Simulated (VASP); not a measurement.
A run of VASP 6.6.1 is set up as follows.

The input INCAR:

```
SYSTEM = SiNi
  PREC = Accurate
  ENCUT = 520
  EDIFF = 1E-6
  ISMEAR = -1
  SIGMA = 0.08
  LREAL = .FALSE.
  LASPH = .TRUE.
  NELM = 80
  ALGO = Normal
  ISIF = 2
  LWAVE = .FALSE.
  LCHARG = .FALSE.
  GGA = PE
  NBANDS = 14
```

Contents of KPOINTS:

```
regular mesh
0
G
  14 14 14
  0 0 0
```

POSCAR

```
SiNi
1.0
    0.0000000000      2.3220628559      2.3220628559
    2.3220628559      0.0000000000      2.3220628559
    2.3220628559      2.3220628559      0.0000000000
Ni Si
1 1
Direct
    0.0000000000      0.0000000000      0.0000000000
    0.5000000000      0.5000000000      0.5000000000
```

Potentials or basis: VASP PAW PBE potentials, release 64 (Ni, Si).

Launch:

```sh
$ cat potpaw_PBE.64/Ni/POTCAR potpaw_PBE.64/Si/POTCAR > POTCAR
$ mpirun -np 1 vasp_std > vasp.out
```

Q: Predict the band gap on the k mesh.

A: Zero (bands 7 and 8 overlap by 5.22 eV).

Q: Predict the pressure.

A: 10.0 GPa.

Caveat: the cell stands under pressure. Spin polarisation is off, so any magnetic state and its effect on volume and gap are missing.
